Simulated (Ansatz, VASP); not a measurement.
# Nb in VASP and in Ansatz

```xyz
3
Lattice="1.5607 0.9011 7.5427 -1.5607 0.9011 7.5427 0.0000 -1.8021 7.5427" Properties=species:S:1:pos:R:3 pbc="T T T"
Nb    0.0000    0.0000    0.0000
Nb    0.0000    0.0000    5.0284
Nb    0.0000    0.0000   17.5996
```

Alike in both runs: task single point; functional PBE; k mesh 6 × 6 × 6; occupations gaussian, width 0.1 eV; no spin polarisation.

|  | VASP | Ansatz |
| --- | --- | --- |
| version | VASP 6.6.1 | Ansatz 0.2.0 |
| potentials or method | VASP PAW PBE potentials, release 64 (Nb_sv), cutoff 520 eV | scalar-relativistic, plane waves, PAW |
| valence electrons in the cell | 39 | 39 |

VASP gave:

| Quantity | Value |
| --- | --- |
| gap on the k mesh at the Fermi level (eV) | none |
| pressure (GPa) | -16.8 |
| traceless stress, the component that is largest in VASP (GPa) | 2.61 |
| rms of the force components (eV/Å) | 0.028 |

Task: Estimate Ansatz's values.

Result: gap on the k mesh at the Fermi level (eV): none; pressure (GPa): -16.6; traceless stress, the component that is largest in VASP (GPa): 2.61; rms of the force components (eV/Å): 0.029.

Atom by atom the forces differ by 0.001 eV/Å (rms over components). A gap of «none» marks a metal or a gap that the smearing closes. The functional is the same, so the differences come from potentials, cutoffs and numerics.

The k mesh is coarse, so the values compare programs but aren't converged.
